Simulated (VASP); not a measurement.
# MgF2 (rutile type) (P4_2/mnm) in VASP: a series of runs, part 2 of 2

VASP 6.6.1.

**3. Relaxation of shape and atoms at fixed volume, PBEsol**

This run uses another cell than the first one, of 10.33 Å³/atom.

INCAR

```
ALGO = Normal ; EDIFF = 1E-7
EDIFFG = -0.005 ; ENCUT = 600
GGA = PS ; GGA_COMPAT = False
IBRION = 2 ; ISIF = 4
ISMEAR = -1 ; LASPH = True
LCHARG = False ; LREAL = False
LWAVE = False ; NELM = 120
NELMIN = 4 ; NSW = 50
PREC = Accurate ; SIGMA = 0.08
```

KPOINTS

```
k-points
0
Gamma
  7 7 10
```

POSCAR

```
MgF2
1.0
    4.5445441093      0.0000000000      0.0000000000
    0.0000000000      4.5445441093      0.0000000000
    0.0000000000      0.0000000000      2.9999395542
Mg F
2 4
Direct
    0.0000000000      0.0000000000      0.0000000000
    0.5000000000      0.5000000000      0.5000000000
    0.3033899452      0.3033899452      0.0000000000
    0.6966100548      0.6966100548      0.0000000000
    0.8033899452      0.1966100548      0.5000000000
    0.1966100548      0.8033899452      0.5000000000
```

Potentials or basis: VASP PAW PBE potentials, release 64 (Mg, F).

Run with:

```
$ cat potpaw_PBE.64/Mg/POTCAR potpaw_PBE.64/F/POTCAR > POTCAR
$ mpirun -np 1 vasp_std > vasp.out
```

OUTCAR:

```text
EDIFF = 1E-7
   EDIFFG = -0.005
   ENCUT = 600
   GGA = PS
   IBRION = 2
   ISIF = 4
   ISMEAR = -1
   LASPH = True
   LREAL = False
   NELM = 120
   NELMIN = 4
   NSW = 50
   PREC = Accurate

 ion  position               nearest neighbor table
   1  0.000  0.000  0.000-   3 1.95   4 1.95   5 1.96   6 1.96   5 1.96   6 1.96   2 3.55   2 3.55
                             2 3.55   2 3.55   2 3.55   2 3.55   2 3.55   2 3.55
   2  0.500  0.500  0.500-   5 1.95   6 1.95   3 1.96   4 1.96   3 1.96   4 1.96   1 3.55   1 3.55
                             1 3.55   1 3.55   1 3.55   1 3.55   1 3.55   1 3.55
   3  0.303  0.303  0.000-   1 1.95   2 1.96   2 1.96
   4  0.697  0.697  0.000-   1 1.95   2 1.96   2 1.96
   5  0.803  0.197  0.500-   2 1.95   1 1.96   1 1.96
   6  0.197  0.803  0.500-   2 1.95   1 1.96   1 1.96

  LATTYP: Found a simple tetragonal cell.
 ALAT       =     4.5445441093
 C/A-ratio  =     0.6601189211

  Lattice vectors:

 A1 = (   4.5445441093,   0.0000000000,   0.0000000000)
 A2 = (   0.0000000000,   4.5445441093,   0.0000000000)
 A3 = (   0.0000000000,   0.0000000000,   2.9999395542)

Analysis of symmetry for initial positions (statically):
=====================================================================
 Subroutine PRICEL returns:
 Original cell was already a primitive cell.

 Routine SETGRP: Setting up the symmetry group for a
 simple tetragonal supercell.

 Subroutine GETGRP returns: Found 16 space group operations
 (whereof  8 operations were pure point group operations)
 out of a pool of 16 trial point group operations.

The static configuration has the point symmetry D_2h.
 The point group associated with its full space group is D_4h.

Analysis of symmetry for dynamics (positions and initial velocities):
=====================================================================
 Subroutine PRICEL returns:
 Original cell was already a primitive cell.

[... 136 lines left out ...]
     AMIX_MAG =   1.60;   BMIX_MAG =  1.00
  volume/ion in A,a.u.               =      10.33        69.68
  Fermi-wavevector in a.u.,A,eV,Ry     =   1.313491  2.482138 23.473569  1.725259
  Thomas-Fermi vector in A             =   2.443810
   LORBIT       =      0    0 simple, 1 ext, 2 COOP (PROOUT), +10 PAW based schemes
   GGA     = PS    functional components
   LHFCALC =     F    Hartree Fock is set to
   AEXX    =    0.0000 exact exchange contribution
   IVDW    =     0    specifies the selected vdW correction
   LEPSILON=     F    determine dielectric tensor
   LRPA    =     F    only Hartree local field effects (RPA)
 conjugate gradient relaxation of ions
 non-spin polarized calculation
  energy-cutoff  :      600.00
  volume of cell :       61.96
 maximum number of plane-waves:      2082
   NGX = 19   NGY = 19   NGZ = 11

--------------------------------------- Ionic step        1  -------------------------------------------

 number of electron      32.0000030 magnetization

 Free energy of the ion-electron system (eV)
  ---------------------------------------------------
  ext. energy  EPLUGINS =         0.00000000
  ---------------------------------------------------
  free energy    TOTEN  =       -32.53748674 eV

  energy without entropy =      -32.53748674  energy(sigma->0) =      -32.53748674

------------------------ aborting loop because EDIFF is reached ----------------------------------------

  FORCE on cell =-STRESS in cart. coord.  units (eV):
  Direction    XX          YY          ZZ          XY          YZ          ZX
  --------------------------------------------------------------------------------------
  -------------------------------------------------------------------------------------
  Total        2.2268973      2.2268973      2.6328594     -0.0000000      0.0000000      0.0000000
  in kB       57.5860934     57.5860934     68.0840059     -0.0000000      0.0000000      0.0000000
  external PRESSURE =      61.0853976 kB  Pullay stress =       0.0000000 kB
[... 67 lines left out ...]
--------------------------------------- Ionic step        3  -------------------------------------------

 number of electron      32.0000015 magnetization

 Free energy of the ion-electron system (eV)
  ---------------------------------------------------
  ext. energy  EPLUGINS =         0.00000000
  ---------------------------------------------------
  free energy    TOTEN  =       -32.53936878 eV

  energy without entropy =      -32.53936878  energy(sigma->0) =      -32.53936878

 E-fermi :   0.7510     XC(G=0): -10.2572

 val. band max:       -0.9754063102   @ k =   0.0000   0.0000   0.0000
 cond. band min:       6.3038051372   @ k =   0.0000   0.0000   0.0000
 fundamental gap:      7.2792114474
 Fermi energy:         0.7509666578

 k-point     1 :       0.0000    0.0000    0.0000
  band No.  band energies     occupation
      1     -21.8292      2.00000
      2     -20.8990      2.00000
      3     -20.8990      2.00000
      4     -20.7896      2.00000
      5      -5.3085      2.00000
      6      -3.7432      2.00000
[... 541 lines left out ...]
     19      13.2487      0.00000
     20      13.5918      0.00000

 [... further k-points ...]
[... 5 lines left out ...]
  --------------------------------------------------------------------------------------
  -------------------------------------------------------------------------------------
  Total        2.2917323      2.2917323      2.3201630      0.0000000      0.0000000      0.0000000
  in kB       59.2626836     59.2626836     59.9978834      0.0000000      0.0000000      0.0000000
  external PRESSURE =      59.5077502 kB  Pullay stress =       0.0000000 kB
[... 21 lines left out ...]
  FREE ENERGIE OF THE ION-ELECTRON SYSTEM (eV)
  ---------------------------------------------------
  free  energy   TOTEN  =       -32.5393687776 eV

  energy  without entropy=      -32.5393687776  energy(sigma->0) =      -32.53936878

 reached required accuracy - stopping structural energy minimisation
```

CONTCAR:

```text
MgF2
   1.00000000000000
     4.5379500092632998   -0.0000000000000000    0.0000000000000000
    -0.0000000000000000    4.5379500092632998    0.0000000000000000
     0.0000000000000000    0.0000000000000000    3.0086643193627829
  Mg              F
     2     4
Direct
     0.0000000000000000    0.0000000000000000    0.0000000000000000
     0.5000000000000000    0.5000000000000000    0.5000000000000000
     0.3023766453986541    0.3023766453986541    0.0000000000000000
     0.6976233546013458    0.6976233546013458    0.0000000000000000
     0.8023766453986542    0.1976233546013459    0.5000000000000000
     0.1976233546013459    0.8023766453986542    0.5000000000000000

  0.00000000E+00  0.00000000E+00  0.00000000E+00
  0.00000000E+00  0.00000000E+00  0.00000000E+00
  0.00000000E+00  0.00000000E+00  0.00000000E+00
  0.00000000E+00  0.00000000E+00  0.00000000E+00
  0.00000000E+00  0.00000000E+00  0.00000000E+00
  0.00000000E+00  0.00000000E+00  0.00000000E+00
```

Wall time 3.1 min (1 thread of Oxide Virtual Turin-like, shared host); peak memory 0.2 GiB.

Results:

* Free energy: -32.5394 eV
* Energy gained by relaxing: 0.3 meV/atom
* Ionic steps: 3
* Pressure after relaxing: 6.0 GPa
* Largest force after relaxing: 0.005 eV/Å
* Band gap on the k mesh: 7.28 eV

Forces in eV/Å, atoms in the order of the input:
```
Mg   0.000  0.000  0.000
Mg   0.000  0.000  0.000
F    0.004  0.004  0.000
F   -0.004 -0.004  0.000
F    0.004 -0.004  0.000
F   -0.004  0.004  0.000
```

The path:
| step | energy change (eV) | largest force (eV/Å) | pressure (GPa) | volume (Å³) |
| --- | --- | --- | --- | --- |
| 1 | 0.0000 | 0.1011 | 6.11 | 61.96 |
| 2 | -0.0018 | 0.0223 | 5.99 | 61.96 |
| 3 | -0.0019 | 0.0050 | 5.95 | 61.96 |

Final structure:
```yaml
crystal:
  lattice:
    - [4.53795, 0.00000, 0.00000]
    - [0.00000, 4.53795, 0.00000]
    - [0.00000, 0.00000, 3.00866]
  atoms:
    - { symbol: Mg, position: [0.00000, 0.00000, 0.00000] }
    - { symbol: Mg, position: [0.50000, 0.50000, 0.50000] }
    - { symbol: F, position: [0.30238, 0.30238, 0.00000] }
    - { symbol: F, position: [0.69762, 0.69762, 0.00000] }
    - { symbol: F, position: [0.80238, 0.19762, 0.50000] }
    - { symbol: F, position: [0.19762, 0.80238, 0.50000] }
```

Caveat: the PAW data sets were made with another functional, which shifts forces and pressure a little. A k mesh can miss the band edges.

**4. Relaxation of cell and atoms, PBEsol**

This run uses another cell than the first one, of 11.37 Å³/atom.

INCAR

```
SYSTEM = MgF2
PREC = Accurate
ENCUT = 600
EDIFF = 1E-7
ISMEAR = -1
SIGMA = 0.08
LREAL = .False.
LASPH = .True.
NELM = 120
ALGO = Normal
ISIF = 3
LWAVE = .False.
LCHARG = .False.
GGA = PS
IBRION = 2
NSW = 60
EDIFFG = -0.005
GGA_COMPAT = .False.
NELMIN = 4
```

KPOINTS

```
regular mesh
0
Gamma
  7 7 10
  0 0 0
```

POSCAR

```
MgF2
1.0
    4.6931053341      0.0000000000      0.0000000000
    0.0000000000      4.6931053341      0.0000000000
    0.0000000000      0.0000000000      3.0974495205
Mg F
2 4
Direct
    0.0000000000      0.0000000000      0.0000000000
    0.5000000000      0.5000000000      0.5000000000
    0.3050000000      0.3050000000      0.0000000000
    0.6950000000      0.6950000000      0.0000000000
    0.8050000000      0.1950000000      0.5000000000
    0.1950000000      0.8050000000      0.5000000000
```

Run with:

```
$ cat potpaw_PBE.64/Mg/POTCAR potpaw_PBE.64/F/POTCAR > POTCAR
$ mpirun -np 1 vasp_std > vasp.out
```

Wall time 5.9 min (1 thread of Oxide Virtual Turin-like, shared host); peak memory 0.23 GiB.

It converged, with:

```
Free energy                           : -32.6201 eV
Relaxed volume                        : 10.87 Å³/atom
Relaxed cell                          : a = 4.621 Å, b = 4.621 Å, c = 3.054 Å, α = 90.00°, β = 90.00°, γ = 90.00°
Space group after relaxing (to 0.1 Å) : P4_2/mnm (No. 136)
Energy gained by relaxing             : 6.7 meV/atom
Ionic steps                           : 5
Pressure after relaxing               : 0.0 GPa
Band gap on the k mesh                : 6.93 eV
```

Stress tensor (GPa, compression positive):
```
 0.06  0.00  0.00
 0.00  0.06  0.00
 0.00  0.00 -0.02
```

The path:
```csv
step,energy change (eV),largest force (eV/Å),pressure (GPa),volume (Å³)
1,0.0000,0.0500,-3.99,68.22
2,-0.0379,0.1046,-0.17,65.46
3,-0.0380,0.1075,0.04,65.32
4,-0.0398,0.0457,0.02,65.26
5,-0.0402,0.0015,0.04,65.21
```

Final structure:
```
Mg F
1.0
     4.62097    0.00000    0.00000
     0.00000    4.62097    0.00000
     0.00000    0.00000    3.05400
Mg F
2 4
Cartesian
  4.6210 0.0000 0.0000
  2.3105 2.3105 1.5270
  1.4011 1.4011 0.0000
  3.2199 3.2199 0.0000
  3.7116 0.9094 1.5270
  0.9094 3.7116 1.5270
```

Levels at points of the mesh, in eV from the valence-band top:
| k point | band 13 | band 14 | band 15 | band 16 | band 17 | band 18 | band 19 | band 20 |
| --- | --- | --- | --- | --- | --- | --- | --- | --- |
| (0.00, 0.00, 0.00) | -0.74 | -0.32 | -0.32 | 0.00 | 6.93 | 12.05 | 12.05 | 13.53 |
| (0.00, 0.00, 0.50) | -1.17 | -1.17 | -0.87 | -0.87 | 11.67 | 11.67 | 14.74 | 14.74 |

Caveat: the PAW data sets were made with another functional, which shifts forces and pressure a little.

**5. Summary**

```csv
task,cell,gap on the mesh (eV),pressure (GPa)
relaxation of shape and atoms at fixed volume,"relaxed from a = 4.446, b = 4.446, c = 2.935 Å, 6 atoms, atomic positions A",7.75,15.6
relaxation of shape and atoms at fixed volume,"relaxed from a = 4.545, b = 4.545, c = 3.000 Å, 6 atoms, atomic positions A",7.28,6.0
relaxation of cell and atoms,"relaxed from a = 4.693, b = 4.693, c = 3.097 Å, 6 atoms, atomic positions B",6.93,0.0
```

Alike in all rows: level PBEsol; potentials or basis VASP PAW PBE potentials, release 64 (Mg, F); no spin polarisation; k mesh 7 × 7 × 10; cutoff (eV) 600; smearing fermi-dirac 0.08 eV.

Caveats: the PAW data sets were made with another functional, which shifts forces and pressure a little.

Total energies depend on the potentials used, so only differences within one code and one set of settings carry meaning.
